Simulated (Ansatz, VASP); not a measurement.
Two plane-wave programs on CdF2

File INCAR:

```
ALGO = Normal
EDIFF = 1E-6
ENCUT = 700
GGA = PE
GGA_COMPAT = False
ISIF = 2
ISMEAR = 0
LASPH = True
LCHARG = False
LREAL = False
LWAVE = False
NBANDS = 24
NELM = 120
PREC = Accurate
SIGMA = 0.05
```

File KPOINTS:

```
k-points
0
Gamma
  8 8 8
```

File POSCAR:

```
CdF2
1.0
    0.0000000000      2.6131800000      2.7344100000
    2.6131800000      0.0000000000      2.7344100000
    2.6131800000      2.6131800000      0.0000000000
Cd F
1 2
Direct
    0.0000000000      0.0000000000      0.0000000000
    0.2500000000      0.2500000000      0.2500000000
    0.7500000000      0.7500000000      0.7500000000
```

Input for Ansatz:

```yaml
crystal:
  lattice:
    - [0.0, 2.61318, 2.73441]
    - [2.61318, 0.0, 2.73441]
    - [2.61318, 2.61318, 0.0]
  atoms:
    - { symbol: Cd, position: [0.0, 0.0, 0.0] }
    - { symbol: F, position: [0.25, 0.25, 0.25] }
    - { symbol: F, position: [0.75, 0.75, 0.75] }
basis:
  ecutwfc: 420
kpoints:
  mp_grid: { grid: [8, 8, 8] }
hamiltonian:
  xc: pbe
scf:
  occupations: { method: gaussian, width: 0.05 }
output:
  forces: true
  stress: true
  eigenvalues: true
```

Change from the starting cell: strain -0.030 along x and y, +0.015 along z, atoms carried along.

Alike in both runs: task single point; functional PBE; k mesh 8 × 8 × 8; occupations gaussian, width 0.05 eV; no spin polarisation.

|  | VASP | Ansatz |
| --- | --- | --- |
| version | VASP 6.6.1 | Ansatz 0.2.0 |
| potentials or method | VASP PAW PBE potentials, release 64 (Cd_sv_GW, F), cutoff 700 eV | scalar-relativistic, plane waves, PAW |
| valence electrons in the cell | 34 | 34 |

```csv
,VASP,Ansatz,Ansatz less VASP
gap on the k mesh at the Fermi level (eV),3.19,3.21,+0.012
least direct gap on the mesh (eV),3.59,3.60,+0.008
pressure (GPa),11.1,11.5,+0.44
"traceless stress, the component that is largest in VASP (GPa)",-3.37,-3.37,+0.002
```
